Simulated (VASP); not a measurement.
Wanted: the native input for a VASP 6.6.1 run.

```
Task                                        : single point
Functional                                  : PBEsol
Potentials or basis                         : VASP PAW PBE potentials, release 64 (Pt, Se)
Cutoff                                      : 500 eV
k mesh                                      : 6 × 6 × 3
Occupations                                 : gaussian, width 0.05 eV
Spin                                        : non-collinear spin, twin_end start, moments held on the sites
Starting moments                            : [[0.0, 0.0, 2.0], [-0.0, -0.0, -1.01], [-0.0, -0.0, -0.24], [-0.0, -0.0, -0.24]] μB
Hubbard terms                               : Pt d U = 7.0 eV
Dipole correction                           : no
Constraint on the moments (I_CONSTRAINED_M) : 2
Penalty LAMBDA                              : 10
Further INCAR settings                      : ALGO = Normal; EDIFF = 1e-06; NBANDS = 46; ISYM = -1; AMIX = 0.2; BMIX = 0.0001
```

The structure of PtSe lies in POSCAR:

```
PtSe
1.0
    3.7018703300      0.0000000000      0.0000000000
   -1.8509351600      3.2059137500      0.0000000000
    0.0000000000      0.0000000000      7.2256840600
Pt Se
2 2
Direct
    0.0000000000      0.0000000000      0.0000000000
    0.0000000000      0.0000000000      0.5000000000
    0.6666666667      0.3333333333      0.2500000000
    0.6666666667      0.3333333333      0.7500000000
```

The input as run:

INCAR

```
PREC = Accurate
ENCUT = 500
EDIFF = 1E-6
ISMEAR = 0
SIGMA = 0.05
LREAL = False
LASPH = True
NELM = 200
ALGO = Normal
ISIF = 2
LWAVE = False
LCHARG = False
LNONCOLLINEAR = True
MAGMOM = 0 0 2 0 0 -1.01 0 0 -0.24 0 0 -0.24
LORBIT = 11
I_CONSTRAINED_M = 2
LAMBDA = 10
M_CONSTR = 0.289 0.289 0.289 0.289 0.289 0.289 0 0 0 0 0 0
RWIGS = 1.36 1.20
ISYM = -1
AMIX = 0.2
BMIX = 1E-4
AMIX_MAG = 0.8
BMIX_MAG = 1E-4
LMAXMIX = 4
LDAU = True
LDAUTYPE = 2
LDAUL = 2 -1
LDAUU = 7 0
LDAUJ = 0 0
LDAUPRINT = 1
GGA = PS
NBANDS = 46
GGA_COMPAT = False
KPAR = 4
```

KPOINTS

```
regular mesh
0
Gamma
  6 6 3
```

Potentials or basis: VASP PAW PBE potentials, release 64 (Pt, Se).

Launch:

```console
$ cat potpaw_PBE.64/Pt/POTCAR potpaw_PBE.64/Se/POTCAR > POTCAR
$ mpirun -np 4 vasp_ncl > vasp.out
```

It gave:

The largest force is 0.003 eV/Å. The band gap on the k mesh is zero (bands 32 and 33 overlap by 0.58 eV), the net moment is 1.77 μB per cell and the valence electrons inside the program's atomic spheres are Pt 9.36; Se 3.62.

Caveat: moments held by a penalty; the PAW data sets were made with another functional, which shifts forces and pressure a little; spin-orbit coupling is left out, which moves the levels of the heavy elements.

Wall time 27 min on 4 MPI ranks on Intel(R) Xeon(R) Platinum 8259CL CPU @ 2.50GHz (Skylake/Cascade Lake), with other jobs on the host, peak memory 0.81 GiB a rank.
